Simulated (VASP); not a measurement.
# CaO (Fm-3m) in VASP: further runs

The runs below take CaO through single point, with r2SCAN.

All numbers are computed with VASP 6.6.1; they aren't measurements. Logs are shortened: lines on timing, memory, paths and dates and some standing lists are left out, and cuts for length are marked.

## Step 1: The cell of the first run

The structure is cubic, space group Fm-3m (No. 225). The conventional cell has a = 4.710 Å, b = 4.710 Å, c = 4.710 Å, α = 90.00°, β = 90.00°, γ = 90.00°. Within 3.1 Å of Ca (site symmetry m-3m) lie 6 O at 2.36 Å. O (site symmetry m-3m) has 6 Ca at 2.36 Å within 3.1 Å.

## Step 2: Single point, r2SCAN

Contents of POSCAR:

```
CaO
1.0
    2.3551214364      2.3551214364      0.0000000000
   -2.3551214364      2.3551214364      0.0000000000
    0.0000000000      2.3551214364      2.3551214364
Ca O
1 1
Direct
    0.0000000000      0.0000000000      0.0000000000
    0.5000000000      0.5000000000      0.0000000000
```

Contents of INCAR.step1:

```
ALGO = Normal
EDIFF = 1E-4
ENCUT = 520
GGA = PE
ISMEAR = 0
LASPH = T
LCHARG = F
LREAL = F
LWAVE = T
NBANDS = 15
NELM = 60
PREC = Accurate
SIGMA = 0.01
```

Contents of INCAR.step2:

```
ALGO = Normal
EDIFF = 1E-7
ENCUT = 520
ISIF = 2
ISMEAR = 0
ISTART = 1
LASPH = T
LCHARG = F
LMIXTAU = T
LREAL = F
LWAVE = F
METAGGA = R2SCAN
NBANDS = 15
NELM = 60
PREC = Accurate
SIGMA = 0.01
```

Contents of KPOINTS:

```
k-points
0
Gamma
  8 8 8
```

Potentials or basis: VASP PAW PBE potentials, release 64 (Ca_sv, O).

Launch:

```bash
$ cat potpaw_PBE.64/Ca_sv/POTCAR potpaw_PBE.64/O/POTCAR > POTCAR
$ cp INCAR.step1 INCAR
$ mpirun -np 1 vasp_std > vasp.out
$ cp INCAR.step2 INCAR
$ mpirun -np 1 vasp_std > vasp.out
```

OUTCAR:

```text
EDIFF = 1E-7
   ENCUT = 520
   ISIF = 2
   ISMEAR = 0
   ISTART = 1
   LASPH = T
   LREAL = F
   METAGGA = R2SCAN
   NELM = 60
   PREC = Accurate

 ion  position               nearest neighbor table
   1  0.000  0.000  0.000-   2 2.36   2 2.36   2 2.36   2 2.36   2 2.36   2 2.36
   2  0.500  0.500  0.000-   1 2.36   1 2.36   1 2.36   1 2.36   1 2.36   1 2.36

  LATTYP: Found a face centered cubic cell.
 ALAT       =     4.7102428728

  Lattice vectors:

 A1 = (   0.0000000000,   2.3551214364,   2.3551214364)
 A2 = (   2.3551214364,   0.0000000000,   2.3551214364)
 A3 = (   2.3551214364,   2.3551214364,   0.0000000000)

Analysis of symmetry for initial positions (statically):
=====================================================================
 Subroutine PRICEL returns:
 Original cell was already a primitive cell.

 Routine SETGRP: Setting up the symmetry group for a
 face centered cubic supercell.

 Subroutine GETGRP returns: Found 48 space group operations
 (whereof 48 operations were pure point group operations)
 out of a pool of 48 trial point group operations.

The static configuration has the point symmetry O_h .

Analysis of symmetry for dynamics (positions and initial velocities):
=====================================================================
 Subroutine PRICEL returns:
 Original cell was already a primitive cell.

 Routine SETGRP: Setting up the symmetry group for a
 face centered cubic supercell.

 Subroutine GETGRP returns: Found 48 space group operations
 (whereof 48 operations were pure point group operations)
 out of a pool of 48 trial point group operations.

The dynamic configuration has the point symmetry O_h .

 Subroutine INISYM returns: Found 48 space group operations
 (whereof 48 operations are pure point group operations),
 and found     1 'primitive' translations

----------------------------------------------------------------------------------------

                                     Primitive cell

  volume of cell :      26.1258

  direct lattice vectors                    reciprocal lattice vectors
     2.355121436  2.355121436  0.000000000     0.212303278  0.212303278 -0.212303278
    -2.355121436  2.355121436  0.000000000    -0.212303278  0.212303278 -0.212303278
     0.000000000  2.355121436  2.355121436     0.000000000  0.000000000  0.424606555

  length of vectors
     3.330644676  3.330644676  3.330644676     0.367720063  0.367720063  0.424606555

  position of ions in fractional coordinates (direct lattice)
     0.000000000  0.000000000  0.000000000
     0.500000000  0.500000000  0.000000000

  ion indices of the primitive-cell ions
   primitive index   ion index
                 1           1
                 2           2

----------------------------------------------------------------------------------------

 KPOINTS: k-points

Automatic generation of k-mesh.
 Grid dimensions read from file:
 generate k-points for:    8    8    8

 Generating k-lattice:

  Cartesian coordinates                     Fractional coordinates (reciprocal lattice)
     0.026537910  0.026537910 -0.026537910     0.125000000  0.000000000  0.000000000
    -0.026537910  0.026537910 -0.026537910     0.000000000  0.125000000  0.000000000
     0.000000000  0.000000000  0.053075819     0.000000000  0.000000000  0.125000000

  Length of vectors
     0.045965008  0.045965008  0.053075819

  Shift w.r.t. Gamma in fractional coordinates (k-lattice)
     0.000000000  0.000000000  0.000000000

 Subroutine IBZKPT returns following result:
 ===========================================

 Found     29 irreducible k-points:

 Following reciprocal coordinates:
            Coordinates               Weight
  0.000000  0.000000  0.000000      1.000000
  0.125000  0.000000  0.000000      8.000000
  0.250000  0.000000  0.000000      8.000000
  0.375000  0.000000  0.000000      8.000000
  0.500000  0.000000  0.000000      4.000000
  0.125000  0.125000  0.000000     12.000000
[... 16 lines left out ...]
  0.375000  0.250000  0.125000     48.000000
  0.500000  0.250000  0.125000     24.000000
 [... further k-points ...]
   k-points           NKPTS =     29   k-points in BZ     NKDIM =     29   number of bands    NBANDS=     15
   number of dos      NEDOS =    301   number of ions     NIONS =      2
   total plane-waves  NPLWV =  21952
   dimension x,y,z NGX =    28 NGY =   28 NGZ =   28
   dimension x,y,z NGXF=    56 NGYF=   56 NGZF=   56
   ions per type =               1   1
   NGX,Y,Z   is equivalent  to a cutoff of  13.98, 13.98, 13.98 a.u.
   NGXF,Y,Z  is equivalent  to a cutoff of  27.95, 27.95, 27.95 a.u.
 SYSTEM =  unknown system
   PREC   = accura    normal or accurate (medium, high low for compatibility)
   ISTART =      1    job   : 0-new  1-cont  2-samecut
   ICHARG =      0    charge: 1-file 2-atom 10-const
   ISPIN  =      1    spin polarized calculation?
   LNONCOLLINEAR =      F non collinear calculations
   LSORBIT =      F    spin-orbit coupling
   LASPH  =      T    aspherical Exc in radial PAW
   ENCUT  =  520.0 eV  38.22 Ry    6.18 a.u.   6.19  6.19  6.19*2*pi/ulx,y,z
   NELM   =     60;   NELMIN=  2; NELMDL=  0     # of ELM steps
   EDIFF  = 0.1E-06   stopping-criterion for ELM
   LREAL  =      F    real-space projection
   EDIFFG = 0.1E-05   stopping-criterion for IOM
   NSW    =      0    number of steps for IOM
   IBRION =     -1    ionic relax: 0-MD 1-quasi-New 2-CG
   NFREE  =      0    steps in history (QN), initial steepest desc. (CG)
   ISIF   =      2    stress and relaxation
   ISYM   =      2    0-nonsym 1-usesym 2-fastsym
   POTIM  = 0.5000    time-step for ionic-motion
   TEBEG  =    0.0;   TEEND  =   0.0 temperature during run
   PSTRESS=    0.0 pullay stress
   NELECT =      16.0000    total number of electrons
   NUPDOWN=      -1.0000    fix difference up-down
   EMIN   =  10.00;   EMAX   =-10.00  energy-range for DOS
   EFERMI =   0.00;   METHOD = LEGACY
   ISMEAR =     0;   SIGMA  =   0.01  broadening in eV -4-tet -1-fermi 0-gaus
   EFERMI_NEDOS =   21; number of points for ismear=-14 and -15
   IALGO  =     38    algorithm
   IMIX   =      4    mixing-type and parameters
     AMIX     =   0.40;   BMIX     =  1.00
     AMIX_MAG =   1.60;   BMIX_MAG =  1.00
  volume/ion in A,a.u.               =      13.06        88.15
  Fermi-wavevector in a.u.,A,eV,Ry     =   1.390246  2.627183 26.297106  1.932783
  Thomas-Fermi vector in A             =   2.514199
   LORBIT       =      0    0 simple, 1 ext, 2 COOP (PROOUT), +10 PAW based schemes
   METAGGA = R2SCAN    functional components
   LHFCALC =     F    Hartree Fock is set to
   AEXX    =    0.0000 exact exchange contribution
   IVDW    =     0    specifies the selected vdW correction
   LEPSILON=     F    determine dielectric tensor
   LRPA    =     F    only Hartree local field effects (RPA)
 non-spin polarized calculation
 Gauss-broadening in eV      SIGMA  =   0.01
  energy-cutoff  :      520.00
  volume of cell :       26.13
 maximum number of plane-waves:       725
 NGX is ok and might be reduce to    28
   NGX = 13   NGY = 13   NGZ = 13

 number of electron      15.9999999 magnetization

 Free energy of the ion-electron system (eV)
  ---------------------------------------------------
  ext. energy  EPLUGINS =         0.00000000
  ---------------------------------------------------
  free energy    TOTEN  =       -19.41056941 eV

  energy without entropy =      -19.41056941  energy(sigma->0) =      -19.41056941

 E-fermi :   2.4331     XC(G=0): -11.3991

 val. band max:        2.3677913272   @ k =   0.0000   0.0000   0.0000
 cond. band min:       6.5311919969   @ k =   0.5000   0.5000   0.0000
 fundamental gap:      4.1634006697
 Fermi energy:         2.4330551723

 k-point     1 :       0.0000    0.0000    0.0000
  band No.  band energies     occupation
      1     -36.4391      2.00000
      2     -16.2822      2.00000
      3     -16.2822      2.00000
      4     -16.2822      2.00000
      5     -14.2238      2.00000
      6       2.3678      2.00000
      7       2.3678      2.00000
      8       2.3678      2.00000
      9       8.3269      0.00000
     10       9.3673      0.00000
     11       9.3673      0.00000
     12       9.3673      0.00000
     13      11.0714      0.00000
     14      11.0714      0.00000
     15      18.5412      0.00000

 k-point     2 :       0.1250    0.0000    0.0000
  band No.  band energies     occupation
      1     -36.4198      2.00000
      2     -16.6157      2.00000
      3     -16.2909      2.00000
      4     -16.2909      2.00000
      5     -13.8844      2.00000
      6       1.8335      2.00000
      7       2.1358      2.00000
      8       2.1358      2.00000
      9       9.0135      0.00000
     10       9.3344      0.00000
     11       9.6596      0.00000
     12       9.6596      0.00000
     13      11.4849      0.00000
     14      11.4849      0.00000
     15      19.2129      0.00000

 k-point     3 :       0.2500    0.0000    0.0000
  band No.  band energies     occupation
      1     -36.3728      2.00000
      2     -17.1996      2.00000
      3     -16.3116      2.00000
      4     -16.3116      2.00000
      5     -13.2853      2.00000
      6       0.7932      2.00000
      7       1.6385      2.00000
      8       1.6385      2.00000
      9       9.4316      0.00000
     10      10.4296      0.00000
     11      10.4296      0.00000
     12      10.5245      0.00000
     13      12.4797      0.00000
     14      12.4797      0.00000
     15      19.7804      0.00000
[... 343 lines left out ...]
 k-point    23 :       0.3750    0.2500    0.1250
  band No.  band energies     occupation
      1     -36.3010      2.00000
      2     -17.4308      2.00000
      3     -16.5538      2.00000
      4     -16.4006      2.00000
      5     -13.0869      2.00000
      6       0.2946      2.00000
      7       1.2079      2.00000
      8       1.5014      2.00000
      9       9.0026      0.00000
     10      10.9120      0.00000
     11      11.8600      0.00000
     12      12.0876      0.00000
     13      13.5357      0.00000
     14      14.8917      0.00000
     15      18.9375      0.00000

 k-point    24 :       0.5000    0.2500    0.1250
  band No.  band energies     occupation
      1     -36.2853      2.00000
      2     -17.5069      2.00000
      3     -16.5705      2.00000
      4     -16.4333      2.00000
      5     -13.0249      2.00000
      6       0.2475      2.00000
      7       1.1907      2.00000
      8       1.2259      2.00000
      9       9.9929      0.00000
     10      10.0849      0.00000
     11      12.1843      0.00000
     12      12.5201      0.00000
     13      13.8458      0.00000
     14      15.7204      0.00000
     15      18.0821      0.00000

 [... further k-points ...]
[... 5 lines left out ...]
  --------------------------------------------------------------------------------------
  -------------------------------------------------------------------------------------
  Total        1.3632012      1.3632012      1.3632012     -0.0000000     -0.0000000      0.0000000
  in kB       83.5989159     83.5989159     83.5989159     -0.0000000     -0.0000000      0.0000000
  external PRESSURE =      83.5989159 kB  Pullay stress =       0.0000000 kB

 VOLUME and BASIS-vectors are now :
 -----------------------------------------------------------------------------
  energy-cutoff  :      520.00
  volume of cell :       26.13
      direct lattice vectors                 reciprocal lattice vectors
     2.355121436  2.355121436  0.000000000     0.212303278  0.212303278 -0.212303278
    -2.355121436  2.355121436  0.000000000    -0.212303278  0.212303278 -0.212303278
     0.000000000  2.355121436  2.355121436     0.000000000  0.000000000  0.424606555

 POSITION                                       TOTAL-FORCE (eV/Angst)
 -----------------------------------------------------------------------------------
      0.00000      0.00000      0.00000         0.000000      0.000000      0.000000
      0.00000      2.35512      0.00000        -0.000000     -0.000000      0.000000
 -----------------------------------------------------------------------------------
    total drift:                               -0.000000      0.000000     -0.000000

  FREE ENERGIE OF THE ION-ELECTRON SYSTEM (eV)
  ---------------------------------------------------
  free  energy   TOTEN  =       -19.4105694127 eV

  energy  without entropy=      -19.4105694127  energy(sigma->0) =      -19.41056941
```

Wall time 76 s (1 thread of Intel Xeon Platinum 8259CL at 2.50GHz (Skylake/Cascade Lake), shared host); peak memory 0.17 GiB.

What came out:

- Free energy: -19.4106 eV
- Pressure: 8.4 GPa
- Band gap on the k mesh: 4.16 eV, indirect (least direct gap 4.52 eV)

Caveat: the PAW data sets were made with another functional, which shifts forces and pressure a little. A k mesh can miss the band edges.

[end of part 1 of 2]
